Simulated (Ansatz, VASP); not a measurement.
Mg in VASP and in Ansatz

INCAR

```
SYSTEM = Mg
PREC     = Accurate       ! precision mode
ENCUT    = 600            ! plane-wave cutoff, eV
EDIFF    = 1E-6           ! SCF threshold, eV
ISMEAR   = 0              ! smearing method
SIGMA    = 0.1            ! smearing width, eV
LREAL    = .FALSE.        ! projectors in reciprocal space
LASPH    = .TRUE.         ! aspherical terms in the spheres
NELM     = 80             ! most SCF steps
ALGO     = Normal         ! electronic algorithm
ISIF     = 3              ! what is computed and relaxed
LWAVE    = .FALSE.        ! write WAVECAR
LCHARG   = .FALSE.        ! write CHGCAR
GGA      = PS             ! functional
IBRION   = 2              ! ionic algorithm
NSW      = 80             ! ionic steps
EDIFFG   = -0.01          ! ionic threshold
```

File KPOINTS:

```
Automatic mesh
0
G
  16 16 16
  0 0 0
```

The input POSCAR:

```
Mg
1.0
    0.0000000000      2.2375235059      2.2375235059
    2.2375235059      0.0000000000      2.2375235059
    2.2375235059      2.2375235059      0.0000000000
Mg
1
Direct
    0.0000000000      0.0000000000      0.0000000000
```

Input for Ansatz:

```yaml
crystal:
  lattice:
    - [0.0, 2.2375235059, 2.2375235059]
    - [2.2375235059, 0.0, 2.2375235059]
    - [2.2375235059, 2.2375235059, 0.0]
  atoms:
    - { symbol: Mg, position: [0.0, 0.0, 0.0] }
basis:
  ecutwfc: 420
kpoints:
  mp_grid: { grid: [16, 16, 16] }
hamiltonian:
  xc: pbesol
scf:
  occupations: { method: gaussian, width: 0.1 }
output:
  forces: true
  stress: true
  eigenvalues: true
relax:
  adjacent_minimum: "off"
  f_tol: 0.01
  max_steps: 60
  cell: { stress_tol: 0.1 }
```

Alike in both runs: task relaxation of cell and atoms; functional PBEsol; k mesh 16 × 16 × 16; occupations gaussian, width 0.1 eV; no spin polarisation.

|  | VASP | Ansatz |
| --- | --- | --- |
| version | VASP 6.6.1 | Ansatz 0.2.0 |
| potentials or method | VASP PAW PBE potentials, release 64 (Mg), cutoff 600 eV | scalar-relativistic, plane waves, PAW |
| valence electrons in the cell | 2 | 10 |

Ansatz gave:

| Quantity | Value |
| --- | --- |
| gap on the k mesh at the Fermi level, each at its own relaxed structure (eV) | none |
| relaxed volume (Å³/atom) | 22.68 |
| relaxed length of the cell vector where the two differ most in proportion (Å) | 3.177 |

**Question.** What did VASP give for the same quantities?

**Answer.** gap on the k mesh at the Fermi level, each at its own relaxed structure (eV): none; relaxed volume (Å³/atom): 22.65; relaxed length of the cell vector where the two differ most in proportion (Å): 3.176.

VASP's potentials were made for PBE, not for PBEsol. A gap of «none» marks a metal or a gap that the smearing closes. VASP's potentials hold 2 valence electrons a cell and Ansatz's 10, so a difference there can come from the potentials and not from the codes.
